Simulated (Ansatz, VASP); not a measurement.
**Ti: VASP beside Ansatz**

INCAR

```
SYSTEM = Ti
ALGO = Normal
EDIFF = 1E-6
ENCUT = 520
GGA = RE
ISIF = 2
ISMEAR = 1
IVDW = 13
LASPH = .True.
LCHARG = .False.
LREAL = .False.
LWAVE = .False.
NBANDS = 25
NELM = 60
PREC = Accurate
SIGMA = 0.1
```

File KPOINTS:

```
k-points
0
Gamma
  7 7 9
  0 0 0
```

File POSCAR:

```
Ti
1.0
    4.7851909000      0.0000000000      0.0000000000
   -2.3925954500      4.1440968814      0.0000000000
    0.0000000000      0.0000000000      2.9610266000
Ti
3
Direct
    0.6666666667      0.3333333333      0.5000000000
    0.3333333333      0.6666666667      0.5000000000
    0.0000000000      0.0000000000      0.0000000000
```

The input input.yaml:

```yaml
crystal:
  lattice:
    - [4.7851909, 0.0, 0.0]
    - [-2.39259545, 4.1440968814, 0.0]
    - [0.0, 0.0, 2.9610266]
  atoms:
    - { symbol: Ti, position: [0.6666666667, 0.3333333333, 0.5] }
    - { symbol: Ti, position: [0.3333333333, 0.6666666667, 0.5] }
    - { symbol: Ti, position: [0.0, 0.0, 0.0] }
hamiltonian:
  xc: revpbe
  pseudopotentials: { kind: paw }
  dispersion: d4
kpoints:
  mp_grid: { grid: [7, 7, 9] }
  band_path:
    path:
      - [[0.0, 0.0, 0.0], [0.5, 0.0, 0.0], [0.3333333333, 0.3333333333, 0.0], [0.0, 0.0, 0.0], [0.0, 0.0, 0.5], [0.5, 0.0, 0.5], [0.3333333333, 0.3333333333, 0.5], [0.0, 0.0, 0.5]]
      - [[0.5, 0.0, 0.5], [0.5, 0.0, 0.0]]
      - [[0.3333333333, 0.3333333333, 0.0], [0.3333333333, 0.3333333333, 0.5]]
    npoints: 14
scf:
  occupations: { method: methfessel_paxton, width: 0.1 }
  n_extra_bands: 7
output:
  forces: true
  stress: true
  eigenvalues: true
  fatbands: true
```

Change from the starting cell: volume scaled by 1.15.

Alike in both runs: functional revPBE; dispersion D4; k mesh 7 × 7 × 9; occupations methfessel-paxton of order 1, width 0.1 eV; no spin polarisation.

```csv
,VASP,Ansatz
version,VASP 6.6.1,Ansatz 0.2.0
potentials or method,"VASP PAW PBE potentials, release 64 (Ti_sv)",Ansatz PAW
plane-wave cutoff (eV),520,420
valence electrons in the cell,36,36
task,single point,band structure
```

```csv
,VASP,Ansatz,Ansatz less VASP
gap on the k mesh at the Fermi level (eV),none,none,-
pressure (GPa),-12.1,-12.0,+0.09
"traceless stress, the component that is largest in VASP (GPa)",-0.54,-0.54,-0.007
```

VASP's potentials were made for PBE, not for revPBE. A gap of «none» marks a metal or a gap that the smearing closes.
